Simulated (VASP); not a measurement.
# CdSe (P6_3mc) in VASP: notebook

The runs below take CdSe through single point, with PBEsol.

Program: VASP 6.6.1. These are calculated values, not measurements. Logs are shortened: lines on timing, memory, paths and dates and some standing lists are left out, and cuts for length are marked.

## Step 1: The cell of the first run

It takes space group P6_3mc (No. 186, hexagonal). Conventional cell: a = 4.139 Å, b = 4.139 Å, c = 7.181 Å, α = 90.00°, β = 90.00°, γ = 120.00°. Cd (site symmetry 3m) has 4 Se at 2.59 to 2.60 Å within 3.4 Å. Se (site symmetry 3m) has 4 Cd at 2.59 to 2.60 Å within 3.4 Å.

## Step 2: Single point, PBEsol (strained cell)

INCAR reads:

```
SYSTEM = CdSe
PREC     = Accurate       ! precision mode
ENCUT    = 500            ! plane-wave cutoff, eV
EDIFF    = 1E-6           ! SCF threshold, eV
ISMEAR   = 0              ! smearing method
SIGMA    = 0.02           ! smearing width, eV
LREAL    = .False.        ! projectors in reciprocal space
LASPH    = .True.         ! aspherical terms in the spheres
NELM     = 120            ! most SCF steps
ALGO     = Normal         ! electronic algorithm
ISIF     = 2              ! what is computed and relaxed
LWAVE    = .False.        ! write WAVECAR
LCHARG   = .False.        ! write CHGCAR
GGA      = PS             ! functional
NBANDS   = 26             ! bands
GGA_COMPAT= .False.
```

KPOINTS reads:

```
regular mesh
0
Gamma
  9 9 4
  0 0 0
```

POSCAR reads:

```
CdSe
1.0
    4.1386337162      0.0000000000      0.0000000000
   -2.0693168581      3.5841619352      0.0000000000
    0.0000000000      0.0000000000      7.1814829649
Cd Se
2 2
Direct
    0.3333333333      0.6666666667      0.0072085403
    0.6666666667      0.3333333333      0.5072085403
    0.3333333333      0.6666666667      0.3687914597
    0.6666666667      0.3333333333      0.8687914597
```

Potentials or basis: VASP PAW PBE potentials, release 64 (Cd, Se).

Run with:

```bash
cat potpaw_PBE.64/Cd/POTCAR potpaw_PBE.64/Se/POTCAR > POTCAR
mpirun -np 1 vasp_std > vasp.out
```

OUTCAR:

```text
SYSTEM = CdSe
   PREC = Accurate
   ENCUT = 500
   EDIFF = 1E-6
   ISMEAR = 0
   LREAL = .False.
   LASPH = .True.
   NELM = 120
   ISIF = 2
   GGA = PS

 ion  position               nearest neighbor table
   1  0.333  0.667  0.007-   4 2.59   4 2.59   4 2.59   3 2.60
   2  0.667  0.333  0.507-   3 2.59   3 2.59   3 2.59   4 2.60
   3  0.333  0.667  0.369-   2 2.59   2 2.59   2 2.59   1 2.60
   4  0.667  0.333  0.869-   1 2.59   1 2.59   1 2.59   2 2.60

  LATTYP: Found a hexagonal cell.
 ALAT       =     4.1386337162
 C/A-ratio  =     1.7352303821

  Lattice vectors:

 A1 = (   4.1386337162,   0.0000000000,   0.0000000000)
 A2 = (  -2.0693168581,   3.5841619352,   0.0000000000)
 A3 = (   0.0000000000,   0.0000000000,   7.1814829649)

Analysis of symmetry for initial positions (statically):
=====================================================================
 Subroutine PRICEL returns:
 Original cell was already a primitive cell.

 Routine SETGRP: Setting up the symmetry group for a
 hexagonal supercell.

 Subroutine GETGRP returns: Found 12 space group operations
 (whereof  6 operations were pure point group operations)
 out of a pool of 24 trial point group operations.

The static configuration has the point symmetry C_3v.
 The point group associated with its full space group is C_6v.

Analysis of symmetry for dynamics (positions and initial velocities):
=====================================================================
 Subroutine PRICEL returns:
 Original cell was already a primitive cell.

 Routine SETGRP: Setting up the symmetry group for a
 hexagonal supercell.

 Subroutine GETGRP returns: Found 12 space group operations
 (whereof  6 operations were pure point group operations)
 out of a pool of 24 trial point group operations.

The dynamic configuration has the point symmetry C_3v.
 The point group associated with its full space group is C_6v.

 Subroutine INISYM returns: Found 12 space group operations
 (whereof  6 operations are pure point group operations),
 and found     1 'primitive' translations

----------------------------------------------------------------------------------------

                                     Primitive cell

  volume of cell :     106.5268

  direct lattice vectors                    reciprocal lattice vectors
     4.138633716  0.000000000  0.000000000     0.241625635  0.139502625  0.000000000
    -2.069316858  3.584161935  0.000000000     0.000000000  0.279005251  0.000000000
     0.000000000  0.000000000  7.181482965     0.000000000  0.000000000  0.139247006

  length of vectors
     4.138633716  4.138633716  7.181482965     0.279005251  0.279005251  0.139247006

  position of ions in fractional coordinates (direct lattice)
     0.333333333  0.666666667  0.007208540
     0.666666667  0.333333333  0.507208540
     0.333333333  0.666666667  0.368791460
     0.666666667  0.333333333  0.868791460

  ion indices of the primitive-cell ions
   primitive index   ion index
                 1           1
                 2           2
                 3           3
                 4           4

----------------------------------------------------------------------------------------

 KPOINTS: regular mesh

Automatic generation of k-mesh.
 Grid dimensions read from file:
 generate k-points for:    9    9    4

 Generating k-lattice:

  Cartesian coordinates                     Fractional coordinates (reciprocal lattice)
     0.026847293  0.015500292  0.000000000     0.111111111  0.000000000  0.000000000
     0.000000000  0.031000583  0.000000000     0.000000000  0.111111111  0.000000000
     0.000000000  0.000000000  0.034811751     0.000000000  0.000000000  0.250000000

  Length of vectors
     0.031000583  0.031000583  0.034811751

  Shift w.r.t. Gamma in fractional coordinates (k-lattice)
     0.000000000  0.000000000  0.000000000

 Subroutine IBZKPT returns following result:
 ===========================================

 Found     36 irreducible k-points:

 Following reciprocal coordinates:
            Coordinates               Weight
  0.000000  0.000000  0.000000      1.000000
  0.111111  0.000000  0.000000      6.000000
  0.222222  0.000000  0.000000      6.000000
  0.333333  0.000000  0.000000      6.000000
  0.444444  0.000000  0.000000      6.000000
  0.111111  0.111111  0.000000      6.000000
[... 16 lines left out ...]
  0.333333  0.222222  0.250000     24.000000
  0.333333  0.333333  0.250000      4.000000
 [... further k-points ...]
   k-points           NKPTS =     36   k-points in BZ     NKDIM =     36   number of bands    NBANDS=     26
   number of dos      NEDOS =    301   number of ions     NIONS =      4
   total plane-waves  NPLWV =  48600
   dimension x,y,z NGX =    30 NGY =   30 NGZ =   54
   dimension x,y,z NGXF=    60 NGYF=   60 NGZF=  108
   ions per type =               2   2
   NGX,Y,Z   is equivalent  to a cutoff of  12.05, 12.05, 12.50 a.u.
   NGXF,Y,Z  is equivalent  to a cutoff of  24.10, 24.10, 25.00 a.u.
 SYSTEM =  CdSe
   PREC   = accura    normal or accurate (medium, high low for compatibility)
   ISTART =      0    job   : 0-new  1-cont  2-samecut
   ICHARG =      2    charge: 1-file 2-atom 10-const
   ISPIN  =      1    spin polarized calculation?
   LNONCOLLINEAR =      F non collinear calculations
   LSORBIT =      F    spin-orbit coupling
   LASPH  =      T    aspherical Exc in radial PAW
   ENCUT  =  500.0 eV  36.75 Ry    6.06 a.u.   7.55  7.55 13.09*2*pi/ulx,y,z
   NELM   =    120;   NELMIN=  2; NELMDL= -5     # of ELM steps
   EDIFF  = 0.1E-05   stopping-criterion for ELM
   LREAL  =      F    real-space projection
   EDIFFG = 0.1E-04   stopping-criterion for IOM
   NSW    =      0    number of steps for IOM
   IBRION =     -1    ionic relax: 0-MD 1-quasi-New 2-CG
   NFREE  =      0    steps in history (QN), initial steepest desc. (CG)
   ISIF   =      2    stress and relaxation
   ISYM   =      2    0-nonsym 1-usesym 2-fastsym
   POTIM  = 0.5000    time-step for ionic-motion
   TEBEG  =    0.0;   TEEND  =   0.0 temperature during run
   PSTRESS=    0.0 pullay stress
   NELECT =      36.0000    total number of electrons
   NUPDOWN=      -1.0000    fix difference up-down
   EMIN   =  10.00;   EMAX   =-10.00  energy-range for DOS
   EFERMI =   0.00;   METHOD = LEGACY
   ISMEAR =     0;   SIGMA  =   0.02  broadening in eV -4-tet -1-fermi 0-gaus
   EFERMI_NEDOS =   21; number of points for ismear=-14 and -15
   IALGO  =     38    algorithm
   IMIX   =      4    mixing-type and parameters
     AMIX     =   0.40;   BMIX     =  1.00
     AMIX_MAG =   1.60;   BMIX_MAG =  1.00
  volume/ion in A,a.u.               =      26.63       179.72
  Fermi-wavevector in a.u.,A,eV,Ry     =   1.140310  2.154873 17.691734  1.300306
  Thomas-Fermi vector in A             =   2.277012
   LORBIT       =      0    0 simple, 1 ext, 2 COOP (PROOUT), +10 PAW based schemes
   GGA     = PS    functional components
   LHFCALC =     F    Hartree Fock is set to
   AEXX    =    0.0000 exact exchange contribution
   IVDW    =     0    specifies the selected vdW correction
   LEPSILON=     F    determine dielectric tensor
   LRPA    =     F    only Hartree local field effects (RPA)
 non-spin polarized calculation
 Gauss-broadening in eV      SIGMA  =   0.02
  energy-cutoff  :      500.00
  volume of cell :      106.53
 maximum number of plane-waves:      2748
 NGX is ok and might be reduce to    30
   NGX = 15   NGY = 15   NGZ = 27

 number of electron      35.9999991 magnetization

 Free energy of the ion-electron system (eV)
  ---------------------------------------------------
  ext. energy  EPLUGINS =         0.00000000
  ---------------------------------------------------
  free energy    TOTEN  =       -12.24630060 eV

  energy without entropy =      -12.24630060  energy(sigma->0) =      -12.24630060

 E-fermi :   1.4574     XC(G=0):  -9.3545

 val. band max:        1.3711902847   @ k =   0.0000   0.0000   0.0000
 cond. band min:       1.8417652425   @ k =   0.0000   0.0000   0.0000
 fundamental gap:      0.4705749578
 Fermi energy:         1.4574447688

 k-point     1 :       0.0000    0.0000    0.0000
  band No.  band energies     occupation
      1     -11.6771      2.00000
      2     -11.2728      2.00000
      3      -6.8785      2.00000
      4      -6.8207      2.00000
      5      -6.8207      2.00000
      6      -6.7393      2.00000
[... 18 lines left out ...]
     25       8.4730      0.00000
     26       8.6567      0.00000

 k-point     2 :       0.1111    0.0000    0.0000
  band No.  band energies     occupation
      1     -11.6305      2.00000
      2     -11.2486      2.00000
      3      -6.8620      2.00000
      4      -6.8061      2.00000
      5      -6.7935      2.00000
      6      -6.7213      2.00000
[... 18 lines left out ...]
     25       8.4940      0.00000
     26       8.7781      0.00000

 k-point     3 :       0.2222    0.0000    0.0000
  band No.  band energies     occupation
      1     -11.5080      2.00000
      2     -11.1898      2.00000
      3      -6.8220      2.00000
      4      -6.7743      2.00000
      5      -6.7185      2.00000
      6      -6.6625      2.00000
[... 18 lines left out ...]
     25       8.5470      0.00000
     26       9.0233      0.00000

 k-point     4 :       0.3333    0.0000    0.0000
  band No.  band energies     occupation
      1     -11.3577      2.00000
      2     -11.1305      2.00000
      3      -6.7794      2.00000
      4      -6.7489      2.00000
      5      -6.6533      2.00000
      6      -6.6035      2.00000
[... 18 lines left out ...]
     25       8.9759      0.00000
     26       9.8870      0.00000
[... 496 lines left out ...]
      1     -11.2586      2.00000
      2     -11.1344      2.00000
      3      -6.7502      2.00000
      4      -6.7253      2.00000
      5      -6.6318      2.00000
      6      -6.6166      2.00000
[... 18 lines left out ...]
     25       8.8204      0.00000
     26       9.5634      0.00000

 k-point    23 :       0.3333    0.2222    0.2500
  band No.  band energies     occupation
      1     -11.1747      2.00000
      2     -11.1126      2.00000
      3      -6.7552      2.00000
      4      -6.6899      2.00000
      5      -6.6256      2.00000
      6      -6.5964      2.00000
[... 18 lines left out ...]
     25       9.4712      0.00000
     26       9.8391      0.00000

 k-point    24 :       0.3333    0.3333    0.2500
  band No.  band energies     occupation
      1     -11.1258      2.00000
      2     -11.1258      2.00000
      3      -6.7637      2.00000
      4      -6.6447      2.00000
      5      -6.6447      2.00000
      6      -6.5941      2.00000
[... 18 lines left out ...]
     25      10.1422      0.00000
     26      10.1427      0.00000

 [... further k-points ...]
[... 5 lines left out ...]
  --------------------------------------------------------------------------------------
  -------------------------------------------------------------------------------------
  Total        2.8707163      2.8707163      1.1145117      0.0000000      0.0000000     -0.0000000
  in kB       43.1759709     43.1759709     16.7624101      0.0000000      0.0000000     -0.0000000
  external PRESSURE =      34.3714507 kB  Pullay stress =       0.0000000 kB

 VOLUME and BASIS-vectors are now :
 -----------------------------------------------------------------------------
  energy-cutoff  :      500.00
  volume of cell :      106.53
      direct lattice vectors                 reciprocal lattice vectors
     4.138633716  0.000000000  0.000000000     0.241625635  0.139502625  0.000000000
    -2.069316858  3.584161935  0.000000000     0.000000000  0.279005251  0.000000000
     0.000000000  0.000000000  7.181482965     0.000000000  0.000000000  0.139247006

 POSITION                                       TOTAL-FORCE (eV/Angst)
 -----------------------------------------------------------------------------------
     -0.00000      2.38944      0.05177         0.000000      0.000000      0.005928
      2.06932      1.19472      3.64251        -0.000000     -0.000000      0.005928
     -0.00000      2.38944      2.64847        -0.000000      0.000000     -0.005928
      2.06932      1.19472      6.23921         0.000000      0.000000     -0.005928
 -----------------------------------------------------------------------------------
    total drift:                               -0.000000     -0.000000      0.001307

  FREE ENERGIE OF THE ION-ELECTRON SYSTEM (eV)
  ---------------------------------------------------
  free  energy   TOTEN  =       -12.2463005999 eV

  energy  without entropy=      -12.2463005999  energy(sigma->0) =      -12.24630060
```

Run time: 2.1 min. Hardware: 1 thread of Intel Xeon 8259CL, shared host; peak memory 0.26 GiB.

Results:

```yaml
Free_energy: -12.2463 eV
Pressure: 3.4 GPa
Largest_force: 0.006 eV/Å
Band_gap_on_the_k_mesh: 0.47 eV
```

Forces in eV/Å, atoms in the order of the input:
```
Cd   0.000  0.000  0.006
Cd   0.000  0.000  0.006
Se   0.000  0.000 -0.006
Se   0.000  0.000 -0.006
```

Caveat: the cell differs from its parent crystal (strained cell); the cell stands under pressure; the PAW data sets were made with another functional, which shifts forces and pressure a little.

## Step 3: Single point, PBEsol (strained cell)

INCAR reads:

```
SYSTEM = CdSe
PREC = Accurate
ENCUT = 500
EDIFF = 1E-6
ISMEAR = 0
SIGMA = 0.02
LREAL = .FALSE.
LASPH = .TRUE.
NELM = 120
ALGO = Normal
ISIF = 2
LWAVE = .FALSE.
LCHARG = .FALSE.
GGA = PS
NBANDS = 26
GGA_COMPAT = .FALSE.
```

KPOINTS reads:

```
Automatic mesh
0
G
  9 9 4
  0 0 0
```

POSCAR reads:

```
CdSe
1.0
    4.1386337162      0.0000000000      0.0000000000
   -2.0693168581      3.5841619352      0.0000000000
    0.0000000000      0.0000000000      7.2400312815
Cd Se
2 2
Direct
    0.3333333333      0.6666666667      0.0079259676
    0.6666666667      0.3333333333      0.5079259676
    0.3333333333      0.6666666667      0.3680740324
    0.6666666667      0.3333333333      0.8680740324
```

Potentials or basis: VASP PAW PBE potentials, release 64 (Cd, Se).

Run with:

```bash
cat potpaw_PBE.64/Cd/POTCAR potpaw_PBE.64/Se/POTCAR > POTCAR
mpirun -np 1 vasp_std > vasp.out
```

It took 1.7 min on 1 thread of Intel Xeon 8259CL, shared host; peak memory 0.25 GiB.

Results (log left out):

```
Free energy            : -12.2531 eV
Pressure               : 2.9 GPa
Largest force          : 0.006 eV/Å
Band gap on the k mesh : 0.42 eV
```

Forces in eV/Å, atoms in the order of the input:
```
Cd   0.000  0.000  0.006
Cd   0.000  0.000  0.006
Se   0.000  0.000 -0.006
Se   0.000  0.000 -0.006
```

Stress tensor (GPa, compression positive):
```
3.89 0.00 0.00
0.00 3.89 0.00
0.00 0.00 0.78
```

Levels at points of the mesh, in eV from the valence-band top:
| k point | band 14 | band 15 | band 16 | band 17 | band 18 | band 19 | band 20 | band 21 | band 22 | band 23 |
| --- | --- | --- | --- | --- | --- | --- | --- | --- | --- | --- |
| (0.00, 0.00, 0.00) | -0.76 | -0.76 | -0.43 | 0.00 | 0.00 | 0.42 | 2.55 | 5.46 | 5.99 | 5.99 |
| (0.00, 0.00, 0.50) | -3.24 | -0.40 | -0.40 | -0.40 | -0.40 | 2.43 | 2.43 | 5.54 | 5.54 | 6.41 |

Caveat: the cell differs from its parent crystal (strained cell); the PAW data sets were made with another functional, which shifts forces and pressure a little.

(Part 1 of 2 ends here.)
